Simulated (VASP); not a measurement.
Wanted: the native input for a VASP 6.6.1 run.

```
Task                   : single point
Functional             : PBE
Potentials or basis    : VASP PAW PBE potentials, release 64 (Si, O, Mg_sv)
Cutoff                 : 840 eV
k mesh                 : 6 × 6 × 6
Occupations            : fermi-dirac, width 0.02 eV
Spin                   : no spin polarisation
Dipole correction      : no
Further INCAR settings : ALGO = Normal; EDIFF = 1e-06; NBANDS = 28
```

The structure of Mg3SiO lies in POSCAR:

```
Mg3SiO
1.0
    4.1836345484      0.0000000000      0.0000000000
    0.0000000000      4.1836345484      0.0000000000
    0.0000000000      0.0000000000      4.1836345484
Si O Mg
1 1 3
Direct
    0.0000000000      0.0000000000      0.0000000000
    0.5000000000      0.5000000000      0.5000000000
    0.5000000000      0.5000000000      0.0000000000
    0.5000000000      0.0000000000      0.5000000000
    0.0000000000      0.5000000000      0.5000000000
```

One way to write it, as run:

INCAR

```
SYSTEM = Mg3SiO
  PREC = Accurate
  ENCUT = 840
  EDIFF = 1E-6
  ISMEAR = -1
  SIGMA = 0.02
  LREAL = .FALSE.
  LASPH = .TRUE.
  NELM = 120
  ALGO = Normal
  ISIF = 2
  LWAVE = .FALSE.
  LCHARG = .FALSE.
  GGA = PE
  NBANDS = 28
  GGA_COMPAT = .FALSE.
```

KPOINTS

```
regular mesh
0
G
  6 6 6
  0 0 0
```

Potentials or basis: VASP PAW PBE potentials, release 64 (Si, O, Mg_sv).

The run is started by

```bash
$ cat potpaw_PBE.64/Si/POTCAR potpaw_PBE.64/O/POTCAR potpaw_PBE.64/Mg_sv/POTCAR > POTCAR
$ mpirun -np 1 vasp_std > vasp.out
```

It gave:

* Pressure: 2.1 GPa
* Band gap on the k mesh: 0.16 eV (least direct gap 0.59 eV)

Caveat: semilocal functionals underestimate gaps, and a narrow one can read as zero.

Wall time 52 s on 1 thread of Intel(R) Xeon(R) Platinum 8488C (Sapphire Rapids), on a shared host, peak memory 0.27 GiB.
